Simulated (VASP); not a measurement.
Here is a VASP 6.6.1 calculation.

The input POSCAR:

```
MgO2
1.0
    1.6849990668      0.9728346648      3.4939788749
   -1.6849990668      0.9728346648      3.4939788749
    0.0000000000     -1.9456693296      3.4939788749
Mg O
1 2
Direct
    0.0000000000      0.0000000000      0.0000000000
    0.4287860000      0.4287860000      0.4287860000
    0.5712140000      0.5712140000      0.5712140000
```

File INCAR.step1:

```
ALGO = Normal
EDIFF = 1E-4
ENCUT = 520
GGA = PE
ISMEAR = 0
LASPH = T
LCHARG = F
LREAL = F
LWAVE = T
NBANDS = 14
NELM = 80
PREC = Accurate
SIGMA = 0.05
```

Contents of INCAR.step2:

```
ALGO = Normal
EDIFF = 1E-6
ENCUT = 520
ISIF = 2
ISMEAR = 0
ISTART = 1
LASPH = T
LCHARG = T
LELF = T
LMIXTAU = T
LREAL = F
LVHAR = T
LWAVE = F
METAGGA = R2SCAN
NBANDS = 14
NELM = 80
PREC = Accurate
SIGMA = 0.05
```

Contents of KPOINTS:

```
k-points
0
Gamma
  12 12 12
```

Potentials or basis: VASP PAW PBE potentials, release 64 (Mg, O).

Launch:

```bash
$ cat potpaw_PBE.64/Mg/POTCAR potpaw_PBE.64/O/POTCAR > POTCAR
$ cp INCAR.step1 INCAR
$ mpirun -np 1 vasp_std > vasp.out
$ cp INCAR.step2 INCAR
$ mpirun -np 1 vasp_std > vasp.out
```

(1) What does it give for the band gap on the k mesh?

(2) Estimate the pressure.

(3) What does it give for the largest force?

Answers

(1) 3.00 eV.

(2) -13.2 GPa.

(3) 0.557 eV/Å.

Caveat: the cell differs from its parent crystal (strain +0.050 along x and y, +0.000 along z); the cell stands under tension; the PAW data sets were made with another functional, which shifts forces and pressure a little.
